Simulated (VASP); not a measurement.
Here is a VASP 6.6.1 calculation.

The input POSCAR:

```
BN
1.0
    2.5434023100      0.0000000000      0.0000000000
   -1.2717011500      2.2026510100      0.0000000000
    0.0000000000      0.0000000000      4.2069931500
B N
2 2
Direct
    0.6666666700      0.3333333300      0.0001583200
    0.3333333300      0.6666666700      0.5001583200
    0.6666666700      0.3333333300      0.3748416800
    0.3333333300      0.6666666700      0.8748416800
```

The input INCAR.step1:

```
SYSTEM = BN
  ALGO = Normal
  EDIFF = 1E-4
  ENCUT = 520
  GGA = PE
  ISMEAR = -1
  LASPH = .TRUE.
  LCHARG = .FALSE.
  LREAL = .FALSE.
  LWAVE = .TRUE.
  NELM = 60
  PREC = Accurate
  SIGMA = 0.02
```

The input INCAR.step2:

```
SYSTEM = BN
  ALGO = Normal
  EDIFF = 1E-6
  EDIFFG = -0.01
  ENCUT = 520
  IBRION = 2
  ISIF = 2
  ISMEAR = -1
  ISTART = 1
  LASPH = .TRUE.
  LCHARG = .FALSE.
  LMIXTAU = .TRUE.
  LREAL = .FALSE.
  LWAVE = .FALSE.
  METAGGA = R2SCAN
  NELM = 60
  NSW = 50
  PREC = Accurate
  SIGMA = 0.02
```

File KPOINTS:

```
k-points
0
G
  12 12 8
  0 0 0
```

Potentials or basis: VASP PAW PBE potentials, release 64 (B, N).

The run is started by

```console
$ cat potpaw_PBE.64/B/POTCAR potpaw_PBE.64/N/POTCAR > POTCAR
$ cp INCAR.step1 INCAR
$ mpirun -np 1 vasp_std > vasp.out
$ cp INCAR.step2 INCAR
$ mpirun -np 1 vasp_std > vasp.out
```

Estimate the band gap on the k mesh.

5.72 eV, indirect (least direct gap 8.99 eV).

Estimate the energy gained by relaxing.

0.0 meV/atom.

Final structure:
```
B N
1.0
     2.54340    0.00000    0.00000
    -1.27170    2.20265    0.00000
     0.00000    0.00000    4.20699
B N
2 2
Direct
  0.66667 0.33333 0.00022
  0.33333 0.66667 0.50022
  0.66667 0.33333 0.37478
  0.33333 0.66667 0.87478
```

Caveat: the PAW data sets were made with another functional, which shifts forces and pressure a little. r2SCAN opens gaps a little over a GGA but as a rule still falls short of measured ones.
